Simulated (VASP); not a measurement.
PbS:

```
Pb S
1.0
     5.02521    0.00000    0.00000
    -2.51261    4.35196    0.00000
     0.00000    0.00000    6.03904
Pb S
2 2
Direct
  0.33333 0.66667 0.93591
  0.66667 0.33333 0.43591
  0.33333 0.66667 0.43909
  0.66667 0.33333 0.93909
```

| Property | Result |
| --- | --- |
| Program | VASP 6.6.1 |
| Task | relaxation of cell and atoms |
| Functional | PBEsol |
| Potentials or basis | VASP PAW PBE potentials, release 64 (Pb_d, S) |
| Cutoff | 600 eV |
| k mesh | 6 × 6 × 4 |
| Occupations | fermi-dirac, width 0.02 eV |
| Spin | no spin polarisation |

At the start: pressure -2.0 GPa; volume 33.02 Å³/atom.

Problem. Where does the relaxation end?

Solution. Over 16 steps the energy falls by 10.7 meV/atom and the volume is 31.44 Å³/atom (-4.8 %); space group P6_3/mmc (No. 194, to 0.05 Å).

Step by step:
```
step  energy change (eV)  largest force (eV/Å)  pressure (GPa)  volume (Å³)
   1              0.0000                0.0024           -2.05       132.07
   2             -0.0395                0.0099            0.60       124.16
   3             -0.0425                0.0071            0.00       125.74
   4             -0.0425                0.0069           -0.05       125.86
   5             -0.0425                0.0064           -0.04       125.84
   6             -0.0425                0.0062           -0.04       125.84
   7             -0.0425                0.0062            0.01       125.68
   8             -0.0425                0.0065            0.01       125.70
   9             -0.0426                0.0060            0.01       125.70
  10             -0.0426                0.0052            0.01       125.70
  11             -0.0426                0.0035            0.01       125.71
  12             -0.0426                0.0032            0.01       125.71
  13             -0.0426                0.0028            0.00       125.72
  14             -0.0426                0.0019           -0.01       125.74
  15             -0.0426                0.0000           -0.02       125.78
  16             -0.0427                0.0002           -0.01       125.74
```

Final structure:
```
Pb S
1.0
     4.94673    0.00000    0.00000
    -2.47337    4.28399    0.00000
     0.00000    0.00000    5.93344
Pb S
2 2
Direct
  0.33333 0.66667 0.93745
  0.66667 0.33333 0.43745
  0.33333 0.66667 0.43755
  0.66667 0.33333 0.93755
```

Caveat: the PAW data sets were made with another functional, which shifts forces and pressure a little.
